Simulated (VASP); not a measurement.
# RbNO3 (R-3c) in VASP: single point with LDA

Aim: the single point of RbNO3 with LDA.

Program: VASP 6.6.1. These are calculated values, not measurements. Logs are shortened: lines on timing, memory, paths and dates and some standing lists are left out, and cuts for length are marked.

## Step 1: The cell of the first run

Symmetry: R-3c, No. 167, trigonal system. The conventional cell has a = 6.052 Å, b = 6.052 Å, c = 17.222 Å, α = 90.00°, β = 90.00°, γ = 120.00°. Rb (site symmetry -3) has 6 O at 2.87 Å and 6 N at 3.78 Å within 3.8 Å. N (site symmetry 32) has 3 O at 1.26 Å within 1.7 Å. Within 1.7 Å of O (site symmetry 2) lie 1 N at 1.26 Å.

## Step 2: Single point, LDA

Contents of INCAR:

```
SYSTEM = RbNO3
  ALGO = Normal
  EDIFF = 1E-6
  ENCUT = 520
  ISIF = 2
  ISMEAR = 0
  LASPH = .True.
  LCHARG = .False.
  LREAL = .False.
  LWAVE = .False.
  NBANDS = 43
  NELM = 60
  PREC = Accurate
  SIGMA = 0.05
```

Contents of KPOINTS:

```
k-points
0
Gamma
  6 6 6
  0 0 0
```

Contents of POSCAR:

```
RbNO3
1.0
   -3.0259969667      5.2411804899      0.0000000000
   -6.0519939334      0.0000000000      0.0000000000
   -3.0259969667      1.7470601633      5.7408191414
Rb N O
2 2 6
Direct
    0.0000000000      0.0000000000      0.0000000000
    0.5000000000      0.5000000000      0.5000000000
    0.2500000000      0.2500000000      0.2500000000
    0.7500000000      0.7500000000      0.7500000000
    0.4581640200      0.0418359800      0.2500000000
    0.2500000000      0.4581640200      0.2500000000
    0.7500000000      0.5418359800      0.7500000000
    0.5418359800      0.9581640200      0.7500000000
    0.9581640200      0.7500000000      0.7500000000
    0.0418359800      0.2500000000      0.2500000000
```

Potentials or basis: VASP PAW LDA potentials, release 64 (Rb_sv, N, O).

Run with:

```
cat potpaw_LDA.64/Rb_sv/POTCAR potpaw_LDA.64/N/POTCAR potpaw_LDA.64/O/POTCAR > POTCAR
mpirun -np 1 vasp_std > vasp.out
```

OUTCAR:

```text
SYSTEM = RbNO3
   EDIFF = 1E-6
   ENCUT = 520
   ISIF = 2
   ISMEAR = 0
   LASPH = .True.
   LREAL = .False.
   NELM = 60
   PREC = Accurate

 ion  position               nearest neighbor table
   1  0.000  0.000  0.000-   9 2.87  10 2.87   7 2.87   6 2.87   8 2.87   5 2.87   3 3.78   4 3.78
                             4 3.78   3 3.78   3 3.78   4 3.78   2 4.52   2 4.52   2 4.52   2 4.52
   2  0.500  0.500  0.500-   5 2.87   8 2.87   7 2.87   6 2.87  10 2.87   9 2.87   3 3.78   4 3.78
                             3 3.78   4 3.78   4 3.78   3 3.78   1 4.52   1 4.52   1 4.52   1 4.52
   3  0.250  0.250  0.250-   6 1.26   5 1.26  10 1.26   2 3.78   1 3.78   1 3.78   2 3.78   1 3.78
                             2 3.78
   4  0.750  0.750  0.750-   7 1.26   8 1.26   9 1.26   2 3.78   1 3.78   2 3.78   1 3.78   2 3.78
                             1 3.78
   5  0.458  0.042  0.250-   3 1.26   2 2.87   1 2.87
   6  0.250  0.458  0.250-   3 1.26   2 2.87   1 2.87
   7  0.750  0.542  0.750-   4 1.26   2 2.87   1 2.87
   8  0.542  0.958  0.750-   4 1.26   2 2.87   1 2.87
   9  0.958  0.750  0.750-   4 1.26   1 2.87   2 2.87
  10  0.042  0.250  0.250-   3 1.26   1 2.87   2 2.87

  LATTYP: Found a trigonal (rhomboedric) cell.
 ALAT       =     6.7205566191
 COS(alpha) =     0.5945320944

  Lattice vectors:

 A1 = (   0.0000000000,  -3.4941203266,   5.7408191414)
 A2 = (   3.0259969667,   1.7470601633,   5.7408191414)
 A3 = (  -3.0259969667,   1.7470601633,   5.7408191414)

Analysis of symmetry for initial positions (statically):
=====================================================================
 Subroutine PRICEL returns:
 Original cell was already a primitive cell.

 Routine SETGRP: Setting up the symmetry group for a
 trigonal (rhombohedral) supercell.

 Subroutine GETGRP returns: Found 12 space group operations
 (whereof  6 operations were pure point group operations)
 out of a pool of 12 trial point group operations.

The static configuration has the point symmetry S_6 .
 The point group associated with its full space group is D_3d.

Analysis of symmetry for dynamics (positions and initial velocities):
=====================================================================
 Subroutine PRICEL returns:
 Original cell was already a primitive cell.

 Routine SETGRP: Setting up the symmetry group for a
 trigonal (rhombohedral) supercell.

 Subroutine GETGRP returns: Found 12 space group operations
 (whereof  6 operations were pure point group operations)
 out of a pool of 12 trial point group operations.

The dynamic configuration has the point symmetry S_6 .
 The point group associated with its full space group is D_3d.

 Subroutine INISYM returns: Found 12 space group operations
 (whereof  6 operations are pure point group operations),
 and found     1 'primitive' translations

----------------------------------------------------------------------------------------

                                     Primitive cell

  volume of cell :     182.0964

  direct lattice vectors                    reciprocal lattice vectors
    -3.025996967  5.241180490  0.000000000     0.000000000  0.190796711 -0.058063723
    -6.051993933  0.000000000  0.000000000    -0.165234799 -0.095398356 -0.058063723
    -3.025996967  1.747060163  5.740819141     0.000000000  0.000000000  0.174191169

  length of vectors
     6.051993933  6.051993933  6.720556619     0.199436158  0.199436158  0.174191169

  position of ions in fractional coordinates (direct lattice)
     0.000000000  0.000000000  0.000000000
     0.500000000  0.500000000  0.500000000
     0.250000000  0.250000000  0.250000000
     0.750000000  0.750000000  0.750000000
     0.458164020  0.041835980  0.250000000
     0.250000000  0.458164020  0.250000000
     0.750000000  0.541835980  0.750000000
     0.541835980  0.958164020  0.750000000
     0.958164020  0.750000000  0.750000000
     0.041835980  0.250000000  0.250000000

  ion indices of the primitive-cell ions
   primitive index   ion index
                 1           1
                 2           2
                 3           3
                 4           4
                 5           5
                 6           6
                 7           7
                 8           8
                 9           9
                10          10

----------------------------------------------------------------------------------------

 KPOINTS: k-points

Automatic generation of k-mesh.
 Grid dimensions read from file:
 generate k-points for:    6    6    6

 Generating k-lattice:

  Cartesian coordinates                     Fractional coordinates (reciprocal lattice)
     0.000000000  0.031799452 -0.009677287     0.166666667  0.000000000  0.000000000
    -0.027539133 -0.015899726 -0.009677287     0.000000000  0.166666667 -0.000000000
     0.000000000  0.000000000  0.029031862     0.000000000  0.000000000  0.166666667

  Length of vectors
     0.033239360  0.033239360  0.029031862

  Shift w.r.t. Gamma in fractional coordinates (k-lattice)
     0.000000000  0.000000000  0.000000000

 Subroutine IBZKPT returns following result:
 ===========================================

 Found     32 irreducible k-points:

 Following reciprocal coordinates:
            Coordinates               Weight
  0.000000  0.000000  0.000000      1.000000
  0.166667  0.000000 -0.000000      6.000000
  0.333333  0.000000 -0.000000      6.000000
  0.500000  0.000000 -0.000000      3.000000
  0.166667  0.166667 -0.000000      6.000000
  0.333333  0.166667 -0.000000     12.000000
[... 16 lines left out ...]
 -0.166667  0.500000  0.166667     12.000000
 -0.333333 -0.333333  0.166667      6.000000
 [... further k-points ...]
   k-points           NKPTS =     32   k-points in BZ     NKDIM =     32   number of bands    NBANDS=     43
   number of dos      NEDOS =    301   number of ions     NIONS =     10
   total plane-waves  NPLWV = 115200
   dimension x,y,z NGX =    48 NGY =   48 NGZ =   50
   dimension x,y,z NGXF=    96 NGYF=   96 NGZF=  100
   ions per type =               2   2   6
   NGX,Y,Z   is equivalent  to a cutoff of  13.19, 13.19, 12.37 a.u.
   NGXF,Y,Z  is equivalent  to a cutoff of  26.37, 26.37, 24.74 a.u.
 SYSTEM =  RbNO3
   PREC   = accura    normal or accurate (medium, high low for compatibility)
   ISTART =      0    job   : 0-new  1-cont  2-samecut
   ICHARG =      2    charge: 1-file 2-atom 10-const
   ISPIN  =      1    spin polarized calculation?
   LNONCOLLINEAR =      F non collinear calculations
   LSORBIT =      F    spin-orbit coupling
   LASPH  =      T    aspherical Exc in radial PAW
   ENCUT  =  520.0 eV  38.22 Ry    6.18 a.u.  11.25 11.25 12.50*2*pi/ulx,y,z
   NELM   =     60;   NELMIN=  2; NELMDL= -5     # of ELM steps
   EDIFF  = 0.1E-05   stopping-criterion for ELM
   LREAL  =      F    real-space projection
   EDIFFG = 0.1E-04   stopping-criterion for IOM
   NSW    =      0    number of steps for IOM
   IBRION =     -1    ionic relax: 0-MD 1-quasi-New 2-CG
   NFREE  =      0    steps in history (QN), initial steepest desc. (CG)
   ISIF   =      2    stress and relaxation
   ISYM   =      2    0-nonsym 1-usesym 2-fastsym
   POTIM  = 0.5000    time-step for ionic-motion
   TEBEG  =    0.0;   TEEND  =   0.0 temperature during run
   PSTRESS=    0.0 pullay stress
   NELECT =      64.0000    total number of electrons
   NUPDOWN=      -1.0000    fix difference up-down
   EMIN   =  10.00;   EMAX   =-10.00  energy-range for DOS
   EFERMI =   0.00;   METHOD = LEGACY
   ISMEAR =     0;   SIGMA  =   0.05  broadening in eV -4-tet -1-fermi 0-gaus
   EFERMI_NEDOS =   21; number of points for ismear=-14 and -15
   IALGO  =     38    algorithm
   IMIX   =      4    mixing-type and parameters
     AMIX     =   0.40;   BMIX     =  1.00
     AMIX_MAG =   1.60;   BMIX_MAG =  1.00
  volume/ion in A,a.u.               =      18.21       122.88
  Fermi-wavevector in a.u.,A,eV,Ry     =   1.155317  2.183232 18.160463  1.334756
  Thomas-Fermi vector in A             =   2.291946
   LORBIT       =      0    0 simple, 1 ext, 2 COOP (PROOUT), +10 PAW based schemes
   GGA     = CA    functional components
   LHFCALC =     F    Hartree Fock is set to
   AEXX    =    0.0000 exact exchange contribution
   IVDW    =     0    specifies the selected vdW correction
   LEPSILON=     F    determine dielectric tensor
   LRPA    =     F    only Hartree local field effects (RPA)
 non-spin polarized calculation
 Gauss-broadening in eV      SIGMA  =   0.05
  energy-cutoff  :      520.00
  volume of cell :      182.10
 maximum number of plane-waves:      4942
 NGX is ok and might be reduce to    48
   NGX = 23   NGY = 23   NGZ = 25

 number of electron      63.9999979 magnetization

 Free energy of the ion-electron system (eV)
  ---------------------------------------------------
  ext. energy  EPLUGINS =         0.00000000
  ---------------------------------------------------
  free energy    TOTEN  =       -64.19447819 eV

  energy without entropy =      -64.19447819  energy(sigma->0) =      -64.19447819

 E-fermi :  -1.1810     XC(G=0):  -8.4765

 val. band max:       -1.4128585799   @ k =   0.0000   0.0000   0.0000
 cond. band min:       1.5242167567   @ k =   0.0000   0.0000   0.0000
 fundamental gap:      2.9370753366
 Fermi energy:        -1.1810007815

 k-point     1 :       0.0000    0.0000    0.0000
  band No.  band energies     occupation
      1     -26.8978      2.00000
      2     -26.8538      2.00000
      3     -25.6863      2.00000
      4     -25.6839      2.00000
      5     -21.3324      2.00000
      6     -21.3324      2.00000
[... 35 lines left out ...]
     42       8.0981      0.00000
     43       8.4376      0.00000

 k-point     2 :       0.1667    0.0000   -0.0000
  band No.  band energies     occupation
      1     -26.8922      2.00000
      2     -26.8555      2.00000
      3     -25.6904      2.00000
      4     -25.6856      2.00000
      5     -21.3319      2.00000
      6     -21.3310      2.00000
[... 35 lines left out ...]
     42       7.9955      0.00000
     43       8.2302      0.00000

 k-point     3 :       0.3333    0.0000   -0.0000
  band No.  band energies     occupation
      1     -26.8798      2.00000
      2     -26.8601      2.00000
      3     -25.6968      2.00000
      4     -25.6909      2.00000
      5     -21.3274      2.00000
      6     -21.3267      2.00000
[... 35 lines left out ...]
     42       7.6130      0.00000
     43       7.8344      0.00000

 k-point     4 :       0.5000    0.0000   -0.0000
  band No.  band energies     occupation
      1     -26.8680      2.00000
      2     -26.8680      2.00000
      3     -25.6968      2.00000
      4     -25.6968      2.00000
      5     -21.3225      2.00000
      6     -21.3225      2.00000
[... 863 lines left out ...]
     42       7.5830      0.00000
     43       8.2711      0.00000

 k-point    23 :      -0.1667    0.5000    0.1667
  band No.  band energies     occupation
      1     -26.8685      2.00000
      2     -26.8671      2.00000
      3     -25.6985      2.00000
      4     -25.6957      2.00000
      5     -21.3297      2.00000
      6     -21.3228      2.00000
[... 35 lines left out ...]
     42       7.5006      0.00000
     43       8.2181      0.00000

 k-point    24 :      -0.3333   -0.3333    0.1667
  band No.  band energies     occupation
      1     -26.8739      2.00000
      2     -26.8652      2.00000
      3     -25.6989      2.00000
      4     -25.6899      2.00000
      5     -21.3378      2.00000
      6     -21.3180      2.00000
[... 35 lines left out ...]
     42       7.7439      0.00000
     43       8.1072      0.00000

 [... further k-points ...]

------------------------ aborting loop because EDIFF is reached ----------------------------------------

  FORCE on cell =-STRESS in cart. coord.  units (eV):
  Direction    XX          YY          ZZ          XY          YZ          ZX
  --------------------------------------------------------------------------------------
  -------------------------------------------------------------------------------------
  Total       -3.1073897     -3.1073897     -0.9780276      0.0000000     -0.0000000      0.0000000
  in kB      -27.3403987    -27.3403987     -8.6051850      0.0000000     -0.0000000      0.0000000
  external PRESSURE =     -21.0953275 kB  Pullay stress =       0.0000000 kB

 VOLUME and BASIS-vectors are now :
 -----------------------------------------------------------------------------
  energy-cutoff  :      520.00
  volume of cell :      182.10
      direct lattice vectors                 reciprocal lattice vectors
    -3.025996967  5.241180490  0.000000000     0.000000000  0.190796711 -0.058063723
    -6.051993933  0.000000000  0.000000000    -0.165234799 -0.095398356 -0.058063723
    -3.025996967  1.747060163  5.740819141     0.000000000  0.000000000  0.174191169

 POSITION                                       TOTAL-FORCE (eV/Angst)
 -----------------------------------------------------------------------------------
      0.00000      0.00000      0.00000         0.000000      0.000000     -0.000000
     -6.05199      3.49412      2.87041         0.000000      0.000000     -0.000000
     -3.02600      1.74706      1.43520         0.000000      0.000000     -0.000000
     -9.07799      5.24118      4.30561         0.000000      0.000000      0.000000
     -2.39609      2.83809      1.43520        -0.095878     -0.166066      0.000000
     -4.28580      1.74706      1.43520         0.191756      0.000000     -0.000000
     -7.81818      5.24118      4.30561        -0.191756      0.000000      0.000000
     -9.70789      4.15016      4.30561         0.095878      0.166066     -0.000000
     -9.70789      6.33221      4.30561         0.095878     -0.166066      0.000000
     -2.39609      0.65603      1.43520        -0.095878      0.166066     -0.000000
 -----------------------------------------------------------------------------------
    total drift:                                0.000000      0.000000     -0.000000

  FREE ENERGIE OF THE ION-ELECTRON SYSTEM (eV)
  ---------------------------------------------------
  free  energy   TOTEN  =       -64.1944781906 eV

  energy  without entropy=      -64.1944781906  energy(sigma->0) =      -64.19447819
```

Wall time 7 min (1 thread of AMD EPYC 7R43 (Zen 3), shared host); peak memory 0.35 GiB.

What came out:

* Free energy: -64.1945 eV
* Pressure: -2.1 GPa
* Largest force: 0.192 eV/Å
* Band gap on the k mesh: 2.94 eV

Forces in eV/Å, atoms in the order of the input:
```
Rb   0.000  0.000  0.000
Rb   0.000  0.000  0.000
N    0.000  0.000  0.000
N    0.000  0.000  0.000
O   -0.096 -0.166  0.000
O    0.192  0.000  0.000
O   -0.192  0.000  0.000
O    0.096  0.166  0.000
O    0.096 -0.166  0.000
O   -0.096  0.166  0.000
```

Levels at points of the mesh, in eV from the valence-band top:
```csv
k point,band 30,band 31,band 32,band 33,band 34,band 35
"(0.00, 0.00, 0.00)",-1.42,-0.22,0.00,2.94,3.75,4.46
"(0.50, 0.00, 0.00)",-1.61,-0.10,-0.10,3.46,3.46,6.29
"(0.50, 0.50, 0.00)",-1.53,-0.18,-0.02,3.46,3.46,6.32
"(0.00, 0.00, 0.50)",-1.65,-0.12,-0.12,3.19,3.19,6.34
```

Caveat: the standard files for N, O and F lose accuracy on very short bonds. A k mesh can miss the band edges.
